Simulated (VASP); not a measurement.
Set up this calculation in VASP 6.6.1, as the native input.

- Task: single point
- Functional: PBE
- Potentials or basis: VASP PAW PBE potentials, release 64 (Ta_pv, N)
- Cutoff: 520 eV
- k mesh: 18 × 18 × 8
- Occupations: gaussian, width 0.1 eV
- Spin: no spin polarisation
- Dipole correction: no
- Further INCAR settings: ALGO = Normal; EDIFF = 1e-06; NBANDS = 24

The structure of TaN lies in POSCAR:

```
TaN
1.0
    2.7420958628      0.0000000000      0.0000000000
   -1.3710479314      2.3747246768      0.0000000000
    0.0000000000      0.0000000000      6.1279069738
Ta N
2 2
Direct
    0.0000000000      0.0000000000      0.0000000000
    0.0000000000      0.0000000000      0.5000000000
    0.3333333333      0.6666666667      0.2500000000
    0.6666666667      0.3333333333      0.7500000000
```

This cell differs from its parent crystal: biaxial strain in the a-b plane: -6.0 %.

These files were run (other wordings do the same):

INCAR

```
SYSTEM = TaN
PREC     = Accurate       ! precision mode
ENCUT    = 520            ! plane-wave cutoff, eV
EDIFF    = 1E-6           ! SCF threshold, eV
ISMEAR   = 0              ! smearing method
SIGMA    = 0.1            ! smearing width, eV
LREAL    = .False.        ! projectors in reciprocal space
LASPH    = .True.         ! aspherical terms in the spheres
NELM     = 80             ! most SCF steps
ALGO     = Normal         ! electronic algorithm
ISIF     = 2              ! what is computed and relaxed
LWAVE    = .False.        ! write WAVECAR
LCHARG   = .False.        ! write CHGCAR
GGA      = PE             ! functional
NBANDS   = 24             ! bands
```

KPOINTS

```
regular mesh
0
Gamma
  18 18 8
  0 0 0
```

Potentials or basis: VASP PAW PBE potentials, release 64 (Ta_pv, N).

Run with:

```bash
$ cat potpaw_PBE.64/Ta_pv/POTCAR potpaw_PBE.64/N/POTCAR > POTCAR
$ mpirun -np 1 vasp_std > vasp.out
```

Results of the run:

```json
{
 "Pressure": "34.1 GPa",
 "Band gap on the k mesh": "zero (bands 16 and 17 overlap by 1.03 eV)"
}
```

Caveat: the cell differs from its parent crystal (biaxial strain in the a-b plane: -6.0 %); the stress differs along the axes, from -12 to 57 GPa; spin-orbit coupling is left out, which moves the levels of the heavy elements.

Run time: 2.7 min on 1 thread of Intel(R) Xeon(R) Platinum 8259CL CPU @ 2.50GHz (Skylake/Cascade Lake) (shared host), peak memory 0.26 GiB.
